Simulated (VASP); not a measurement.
Input of a VASP 6.6.1 run:

Contents of INCAR:

```
SYSTEM = SrTiO3
PREC = Accurate
ENCUT = 520
EDIFF = 1E-6
ISMEAR = 0
SIGMA = 0.05
LREAL = .FALSE.
LASPH = .TRUE.
NELM = 100
ALGO = Normal
ISIF = 2
LWAVE = .FALSE.
LCHARG = .FALSE.
GGA = PE
NBANDS = 28
```

The input KPOINTS:

```
regular mesh
0
G
  8 8 8
  0 0 0
```

File POSCAR:

```
SrTiO3
1.0
    3.9386887820     -0.0940983668     -0.0940983668
   -0.0940983668      3.9386887820     -0.0940983668
   -0.0940983668     -0.0940983668      3.9386887820
Sr Ti O
1 1 3
Direct
    0.0000000000      0.0000000000      0.0000000000
    0.5000000000      0.5000000000      0.5000000000
    0.0000000000      0.5000000000      0.5000000000
    0.5000000000      0.0000000000      0.5000000000
    0.5000000000      0.5000000000      0.0000000000
```

Potentials or basis: VASP PAW PBE potentials, release 64 (Sr_sv, Ti_sv, O).

Launch:

```bash
$ cat potpaw_PBE.64/Sr_sv/POTCAR potpaw_PBE.64/Ti_sv/POTCAR potpaw_PBE.64/O/POTCAR > POTCAR
$ mpirun -np 1 vasp_std > vasp.out
```

Estimate the pressure.

0.9 GPa.

Estimate the band gap on the k mesh.

1.53 eV, indirect (least direct gap 1.75 eV).

Stress tensor (GPa, compression positive):
```
0.86 5.40 5.40
5.40 0.86 5.40
5.40 5.40 0.86
```

 A k mesh can miss the band edges.
